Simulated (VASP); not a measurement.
# Ir (Fm-3m) in VASP: a series of runs

Runs on Ir. Level: PBE. Tasks: electric field gradients.

Everything below comes from runs of VASP 6.6.1. Logs are shortened: lines on timing, memory, paths and dates and some standing lists are left out, and cuts for length are marked.

## Step 1: The cell of the first run

Symmetry: Fm-3m, No. 225, cubic system. The conventional cell has a = 3.839 Å, b = 3.839 Å, c = 3.839 Å, α = 90.00°, β = 90.00°, γ = 90.00°. Within 3.6 Å of Ir (site symmetry m-3m) lie 12 Ir at 2.71 Å.

## Step 2: Electric field gradients, PBE

INCAR reads:

```
SYSTEM = Ir
PREC = Accurate
ENCUT = 520
EDIFF = 1E-8
ISMEAR = -1
SIGMA = 0.05
LREAL = .False.
LASPH = .True.
NELM = 100
ALGO = Normal
ISIF = 2
LWAVE = .False.
LCHARG = .False.
GGA = PE
LEFG = .True.
NBANDS = 10
```

KPOINTS reads:

```
regular mesh
0
Gamma
  15 15 15
  0 0 0
```

POSCAR reads:

```
Ir
1.0
    0.0000000000      1.9197000000      1.9197000000
    1.9197000000      0.0000000000      1.9197000000
    1.9197000000      1.9197000000      0.0000000000
Ir
1
Direct
    0.0000000000      0.0000000000      0.0000000000
```

Potentials or basis: VASP PAW PBE potentials, release 64 (Ir).

Started as:

```bash
> cat potpaw_PBE.64/Ir/POTCAR > POTCAR
> mpirun -np 1 vasp_std > vasp.out
```

OUTCAR:

```text
SYSTEM = Ir
   PREC = Accurate
   ENCUT = 520
   EDIFF = 1E-8
   ISMEAR = -1
   LREAL = .False.
   LASPH = .True.
   NELM = 100
   ISIF = 2
   GGA = PE

 ion  position               nearest neighbor table
   1  0.000  0.000  0.000-

  LATTYP: Found a face centered cubic cell.
 ALAT       =     3.8394000000

  Lattice vectors:

 A1 = (   0.0000000000,   1.9197000000,   1.9197000000)
 A2 = (   1.9197000000,   0.0000000000,   1.9197000000)
 A3 = (   1.9197000000,   1.9197000000,   0.0000000000)

Analysis of symmetry for initial positions (statically):
=====================================================================
 Subroutine PRICEL returns:
 Original cell was already a primitive cell.

 Routine SETGRP: Setting up the symmetry group for a
 face centered cubic supercell.

 Subroutine GETGRP returns: Found 48 space group operations
[... 9 lines left out ...]

 Routine SETGRP: Setting up the symmetry group for a
 face centered cubic supercell.

 Subroutine GETGRP returns: Found 48 space group operations
 (whereof 48 operations were pure point group operations)
 out of a pool of 48 trial point group operations.

The dynamic configuration has the point symmetry O_h .

 Subroutine INISYM returns: Found 48 space group operations
 (whereof 48 operations are pure point group operations),
 and found     1 'primitive' translations

----------------------------------------------------------------------------------------

                                     Primitive cell

  volume of cell :      14.1491

  direct lattice vectors                    reciprocal lattice vectors
     0.000000000  1.919700000  1.919700000    -0.260457363  0.260457363  0.260457363
     1.919700000  0.000000000  1.919700000     0.260457363 -0.260457363  0.260457363
     1.919700000  1.919700000  0.000000000     0.260457363  0.260457363 -0.260457363

  length of vectors
     2.714865776  2.714865776  2.714865776     0.451125386  0.451125386  0.451125386

  position of ions in fractional coordinates (direct lattice)
     0.000000000  0.000000000  0.000000000

  ion indices of the primitive-cell ions
   primitive index   ion index
                 1           1

----------------------------------------------------------------------------------------

 KPOINTS: regular mesh

Automatic generation of k-mesh.
 Grid dimensions read from file:
 generate k-points for:   15   15   15

 Generating k-lattice:

  Cartesian coordinates                     Fractional coordinates (reciprocal lattice)
    -0.017363824  0.017363824  0.017363824     0.066666667  0.000000000  0.000000000
     0.017363824 -0.017363824  0.017363824     0.000000000  0.066666667  0.000000000
     0.017363824  0.017363824 -0.017363824     0.000000000  0.000000000  0.066666667

  Length of vectors
     0.030075026  0.030075026  0.030075026

  Shift w.r.t. Gamma in fractional coordinates (k-lattice)
     0.000000000  0.000000000  0.000000000

 Subroutine IBZKPT returns following result:
 ===========================================

 Found    120 irreducible k-points:

 Following reciprocal coordinates:
            Coordinates               Weight
  0.000000  0.000000  0.000000      1.000000
  0.066667  0.000000  0.000000      8.000000
  0.133333  0.000000  0.000000      8.000000
  0.200000  0.000000  0.000000      8.000000
  0.266667  0.000000  0.000000      8.000000
  0.333333  0.000000  0.000000      8.000000
[... 16 lines left out ...]
  0.133333  0.133333  0.000000      6.000000
  0.200000  0.133333  0.000000     24.000000
 [... further k-points ...]
   k-points           NKPTS =    120   k-points in BZ     NKDIM =    120   number of bands    NBANDS=     10
   number of dos      NEDOS =    301   number of ions     NIONS =      1
   total plane-waves  NPLWV =   8000
   dimension x,y,z NGX =    20 NGY =   20 NGZ =   20
   dimension x,y,z NGXF=    40 NGYF=   40 NGZF=   40
   ions per type =               1
   NGX,Y,Z   is equivalent  to a cutoff of  12.25, 12.25, 12.25 a.u.
   NGXF,Y,Z  is equivalent  to a cutoff of  24.49, 24.49, 24.49 a.u.
 SYSTEM =  Ir
   PREC   = accura    normal or accurate (medium, high low for compatibility)
   ISTART =      0    job   : 0-new  1-cont  2-samecut
   ICHARG =      2    charge: 1-file 2-atom 10-const
   ISPIN  =      1    spin polarized calculation?
   LNONCOLLINEAR =      F non collinear calculations
   LSORBIT =      F    spin-orbit coupling
   LASPH  =      T    aspherical Exc in radial PAW
   ENCUT  =  520.0 eV  38.22 Ry    6.18 a.u.   5.05  5.05  5.05*2*pi/ulx,y,z
   NELM   =    100;   NELMIN=  2; NELMDL= -5     # of ELM steps
   EDIFF  = 0.1E-07   stopping-criterion for ELM
   LREAL  =      F    real-space projection
   EDIFFG = 0.1E-06   stopping-criterion for IOM
   NSW    =      0    number of steps for IOM
   IBRION =     -1    ionic relax: 0-MD 1-quasi-New 2-CG
   NFREE  =      0    steps in history (QN), initial steepest desc. (CG)
   ISIF   =      2    stress and relaxation
   ISYM   =      2    0-nonsym 1-usesym 2-fastsym
   POTIM  = 0.5000    time-step for ionic-motion
   TEBEG  =    0.0;   TEEND  =   0.0 temperature during run
   PSTRESS=    0.0 pullay stress
   NELECT =       9.0000    total number of electrons
   NUPDOWN=      -1.0000    fix difference up-down
   EMIN   =  10.00;   EMAX   =-10.00  energy-range for DOS
   EFERMI =   0.00;   METHOD = LEGACY
   ISMEAR =    -1;   SIGMA  =   0.05  broadening in eV -4-tet -1-fermi 0-gaus
   EFERMI_NEDOS =   21; number of points for ismear=-14 and -15
   IALGO  =     38    algorithm
   IMIX   =      4    mixing-type and parameters
     AMIX     =   0.40;   BMIX     =  1.00
     AMIX_MAG =   1.60;   BMIX_MAG =  1.00
  volume/ion in A,a.u.               =      14.15        95.48
  Fermi-wavevector in a.u.,A,eV,Ry     =   1.407923  2.660589 26.970118  1.982248
  Thomas-Fermi vector in A             =   2.530133
   LORBIT       =      0    0 simple, 1 ext, 2 COOP (PROOUT), +10 PAW based schemes
   GGA     = PE    functional components
   LHFCALC =     F    Hartree Fock is set to
   AEXX    =    0.0000 exact exchange contribution
   IVDW    =     0    specifies the selected vdW correction
   LEPSILON=     F    determine dielectric tensor
   LRPA    =     F    only Hartree local field effects (RPA)
 non-spin polarized calculation
  energy-cutoff  :      520.00
  volume of cell :       14.15
 maximum number of plane-waves:       390
   NGX =  9   NGY =  9   NGZ =  9

 number of electron       9.0000000 magnetization

 Free energy of the ion-electron system (eV)
  ---------------------------------------------------
  ext. energy  EPLUGINS =         0.00000000
  ---------------------------------------------------
  free energy    TOTEN  =        -8.84864288 eV

  energy without entropy =       -8.84063910  energy(sigma->0) =       -8.84464099

 E-fermi :  10.4535     XC(G=0): -13.9877

 val. band max:       10.4278156669   @ k =  -0.4000   0.4667   0.0667
 cond. band min:      10.4608660394   @ k =  -0.3333   0.2667   0.0667
 fundamental gap:      0.0330503725
 Fermi energy:        10.4534633391

 k-point     1 :       0.0000    0.0000    0.0000
  band No.  band energies     occupation
      1      -0.7141      2.00000
      2       6.5175      2.00000
      3       6.5175      2.00000
      4       6.5175      2.00000
      5       9.2058      2.00000
      6       9.2058      2.00000
      7      24.7296      0.00000
      8      30.3158      0.00000
      9      30.3158      0.00000
     10      30.3158      0.00000

 k-point     2 :       0.0667    0.0000    0.0000
  band No.  band energies     occupation
      1      -0.5167      2.00000
      2       6.4127      2.00000
      3       6.6028      2.00000
      4       6.6028      2.00000
      5       9.1510      2.00000
      6       9.1510      2.00000
      7      25.0701      0.00000
      8      29.3033      0.00000
      9      30.6407      0.00000
     10      30.6407      0.00000

 k-point     3 :       0.1333    0.0000    0.0000
  band No.  band energies     occupation
      1       0.0452      2.00000
      2       6.1639      2.00000
      3       6.8095      2.00000
      4       6.8095      2.00000
      5       9.0543      2.00000
      6       9.0543      2.00000
      7      25.9579      0.00000
      8      27.4977      0.00000
      9      31.5721      0.00000
     10      31.5721      0.00000
[... 248 lines left out ...]
 k-point    23 :       0.1333    0.1333    0.0000
  band No.  band energies     occupation
      1       0.3052      2.00000
      2       5.7849      2.00000
      3       7.1079      2.00000
      4       7.1079      2.00000
      5       8.3666      2.00000
      6       9.5084      2.00000
      7      26.4704      0.00000
      8      28.6329      0.00000
      9      30.5148      0.00000
     10      30.5148      0.00000

 k-point    24 :       0.2000    0.1333    0.0000
  band No.  band energies     occupation
      1       0.9359      2.00000
      2       5.4673      2.00000
      3       7.2993      2.00000
      4       7.3977      2.00000
      5       8.1905      2.00000
      6       9.6722      2.00000
      7      27.4289      0.00000
      8      27.5017      0.00000
      9      30.5959      0.00000
     10      31.1249      0.00000

 [... further k-points ...]
[... 5 lines left out ...]
  --------------------------------------------------------------------------------------
  -------------------------------------------------------------------------------------
  Total        0.8409851      0.8409851      0.8409851      0.0000000      0.0000000     -0.0000000
  in kB       95.2289101     95.2289101     95.2289101      0.0000000      0.0000000     -0.0000000
  external PRESSURE =      95.2289101 kB  Pullay stress =       0.0000000 kB

 VOLUME and BASIS-vectors are now :
 -----------------------------------------------------------------------------
  energy-cutoff  :      520.00
  volume of cell :       14.15
      direct lattice vectors                 reciprocal lattice vectors
     0.000000000  1.919700000  1.919700000    -0.260457363  0.260457363  0.260457363
     1.919700000  0.000000000  1.919700000     0.260457363 -0.260457363  0.260457363
     1.919700000  1.919700000  0.000000000     0.260457363  0.260457363 -0.260457363

 POSITION                                       TOTAL-FORCE (eV/Angst)
 -----------------------------------------------------------------------------------
      0.00000      0.00000      0.00000         0.000000      0.000000     -0.000000
 -----------------------------------------------------------------------------------
    total drift:                                0.000000      0.000000      0.000000

  FREE ENERGIE OF THE ION-ELECTRON SYSTEM (eV)
  ---------------------------------------------------
  free  energy   TOTEN  =        -8.8486428822 eV

  energy  without entropy=       -8.8406390993  energy(sigma->0) =       -8.84464099

 Electric field gradients (V/A^2)
---------------------------------------------------------------------
 ion       V_xx      V_yy      V_zz      V_xy      V_xz      V_yz
---------------------------------------------------------------------
   1      -0.000     0.000     0.000     0.000     0.000     0.000
---------------------------------------------------------------------

 Electric field gradients after diagonalization (V/A^2)
 (convention: |V_zz| > |V_xx| > |V_yy|)
----------------------------------------------------------------------
 ion       V_xx      V_yy      V_zz     asymmetry (V_yy - V_xx)/ V_zz
----------------------------------------------------------------------
   1      -0.000    -0.000     0.000       0.000
----------------------------------------------------------------------

           NMR quadrupolar parameters

 Cq : quadrupolar parameter    Cq=e*Q*V_zz/h
 eta: asymmetry parameters     (V_yy - V_xx)/ V_zz
 Q  : nuclear electric quadrupole moment in mb (millibarn)
----------------------------------------------------------------------
 ion       Cq(MHz)       eta       Q (mb)
----------------------------------------------------------------------
   1       0.000       0.000       1.000
----------------------------------------------------------------------
```

Run time: 28 s. Hardware: 1 thread of Intel Xeon 8259CL, shared host; peak memory 0.14 GiB.

What came out:

```
Free energy : -8.8486 eV
Pressure    : 9.5 GPa
```

Levels at points of the mesh, in eV from the Fermi level:
| k point | band 2 | band 3 | band 4 | band 5 | band 6 | band 7 |
| --- | --- | --- | --- | --- | --- | --- |
| (0.00, 0.00, 0.00) | -3.94 | -3.94 | -3.94 | -1.25 | -1.25 | 14.28 |

Caveat: without QUAD_EFG the Cq values of the log hold for a quadrupole moment of 1 mb, not for the nuclei; spin-orbit coupling is left out, which moves the levels of the heavy elements.

## Step 3: Electric field gradients, PBE (volume scaled by 1.02)

INCAR reads:

```
PREC     = Accurate       # precision mode
ENCUT    = 520            # plane-wave cutoff, eV
EDIFF    = 1E-8           # SCF threshold, eV
ISMEAR   = -1             # smearing method
SIGMA    = 0.05           # smearing width, eV
LREAL    = False          # projectors in reciprocal space
LASPH    = True           # aspherical terms in the spheres
NELM     = 60             # most SCF steps
ALGO     = Normal         # electronic algorithm
ISIF     = 2              # what is computed and relaxed
LWAVE    = False          # write WAVECAR
LCHARG   = False          # write CHGCAR
GGA      = PE             # functional
LEFG     = True         
NBANDS   = 10             # bands
```

KPOINTS reads:

```
regular mesh
0
Gamma
  15 15 15
```

POSCAR reads:

```
Ir
1.0
    0.0000000000      1.9324136155      1.9324136155
    1.9324136155      0.0000000000      1.9324136155
    1.9324136155      1.9324136155      0.0000000000
Ir
1
Direct
    0.0000000000      0.0000000000      0.0000000000
```

Potentials or basis: VASP PAW PBE potentials, release 64 (Ir).

Started as:

```bash
> cat potpaw_PBE.64/Ir/POTCAR > POTCAR
> mpirun -np 1 vasp_std > vasp.out
```

OUTCAR:

```text
PREC = Accurate
   ENCUT = 520
   EDIFF = 1E-8
   ISMEAR = -1
   LREAL = False
   LASPH = True
   NELM = 60
   ISIF = 2
   GGA = PE

 ion  position               nearest neighbor table
   1  0.000  0.000  0.000-

  LATTYP: Found a face centered cubic cell.
 ALAT       =     3.8648272310

  Lattice vectors:

 A1 = (   0.0000000000,   1.9324136155,   1.9324136155)
 A2 = (   1.9324136155,   0.0000000000,   1.9324136155)
 A3 = (   1.9324136155,   1.9324136155,   0.0000000000)

Analysis of symmetry for initial positions (statically):
=====================================================================
 Subroutine PRICEL returns:
 Original cell was already a primitive cell.

 Routine SETGRP: Setting up the symmetry group for a
 face centered cubic supercell.
[... 492 lines left out ...]
  in kB       20.1831625     20.1831625     20.1831625      0.0000000      0.0000000      0.0000000
  external PRESSURE =      20.1831625 kB  Pullay stress =       0.0000000 kB

 VOLUME and BASIS-vectors are now :
 -----------------------------------------------------------------------------
  energy-cutoff  :      520.00
  volume of cell :       14.43
      direct lattice vectors                 reciprocal lattice vectors
     0.000000000  1.932413616  1.932413616    -0.258743778  0.258743778  0.258743778
     1.932413616  0.000000000  1.932413616     0.258743778 -0.258743778  0.258743778
     1.932413616  1.932413616  0.000000000     0.258743778  0.258743778 -0.258743778

 POSITION                                       TOTAL-FORCE (eV/Angst)
 -----------------------------------------------------------------------------------
      0.00000      0.00000      0.00000        -0.000000     -0.000000     -0.000000
 -----------------------------------------------------------------------------------
    total drift:                                0.000000      0.000000     -0.000000

  FREE ENERGIE OF THE ION-ELECTRON SYSTEM (eV)
  ---------------------------------------------------
  free  energy   TOTEN  =        -8.8588371743 eV

  energy  without entropy=       -8.8506131778  energy(sigma->0) =       -8.85472518

 Electric field gradients (V/A^2)
---------------------------------------------------------------------
 ion       V_xx      V_yy      V_zz      V_xy      V_xz      V_yz
---------------------------------------------------------------------
   1      -0.000    -0.000    -0.000     0.000     0.000     0.000
---------------------------------------------------------------------

 Electric field gradients after diagonalization (V/A^2)
 (convention: |V_zz| > |V_xx| > |V_yy|)
----------------------------------------------------------------------
 ion       V_xx      V_yy      V_zz     asymmetry (V_yy - V_xx)/ V_zz
----------------------------------------------------------------------
   1      -0.000    -0.000     0.000       0.000
----------------------------------------------------------------------

           NMR quadrupolar parameters

 Cq : quadrupolar parameter    Cq=e*Q*V_zz/h
 eta: asymmetry parameters     (V_yy - V_xx)/ V_zz
 Q  : nuclear electric quadrupole moment in mb (millibarn)
----------------------------------------------------------------------
 ion       Cq(MHz)       eta       Q (mb)
----------------------------------------------------------------------
   1       0.000       0.000       1.000
----------------------------------------------------------------------
```

OSZICAR:

```text
N       E                     dE             d eps       ncg     rms          rms(c)
DAV:   1     0.473183218262E+02    0.47318E+02   -0.43497E+03  2424   0.818E+02
DAV:   2    -0.850044301230E+01   -0.55819E+02   -0.53006E+02  2464   0.196E+02
DAV:   3    -0.941482700475E+01   -0.91438E+00   -0.91188E+00  2806   0.302E+01
DAV:   4    -0.942382003850E+01   -0.89930E-02   -0.89914E-02  2712   0.276E+00
DAV:   5    -0.942399848467E+01   -0.17845E-03   -0.17844E-03  2744   0.377E-01    0.144E+01
DAV:   6    -0.894958233995E+01    0.47442E+00   -0.85113E-01  2688   0.113E+01    0.583E+00
DAV:   7    -0.886484736477E+01    0.84735E-01   -0.26676E-01  2842   0.581E+00    0.146E+00
DAV:   8    -0.886232861511E+01    0.25187E-02   -0.20567E-03  2586   0.469E-01    0.110E+00
DAV:   9    -0.885883103718E+01    0.34976E-02   -0.21861E-03  2680   0.649E-01    0.156E-02
DAV:  10    -0.885883580954E+01   -0.47724E-05   -0.12663E-05  3326   0.336E-02    0.264E-02
DAV:  11    -0.885883716793E+01   -0.13584E-05   -0.10759E-06  2624   0.118E-02    0.123E-03
DAV:  12    -0.885883714486E+01    0.23071E-07   -0.13925E-08  2720   0.108E-03    0.115E-03
DAV:  13    -0.885883717124E+01   -0.26389E-07   -0.31486E-09  1384   0.346E-04    0.413E-05
DAV:  14    -0.885883717431E+01   -0.30649E-08   -0.10356E-10  1280   0.125E-04
   1 F= -.88588372E+01 E0= -.88547252E+01  d E =-.822400E-02
```

Run time: 29 s. Hardware: 1 thread of Intel Xeon 8259CL, shared host; peak memory 0.14 GiB.

What came out:

* Free energy: -8.8588 eV
* Pressure: 2.0 GPa

Caveat: without QUAD_EFG the Cq values of the log hold for a quadrupole moment of 1 mb, not for the nuclei; spin-orbit coupling is left out, which moves the levels of the heavy elements.
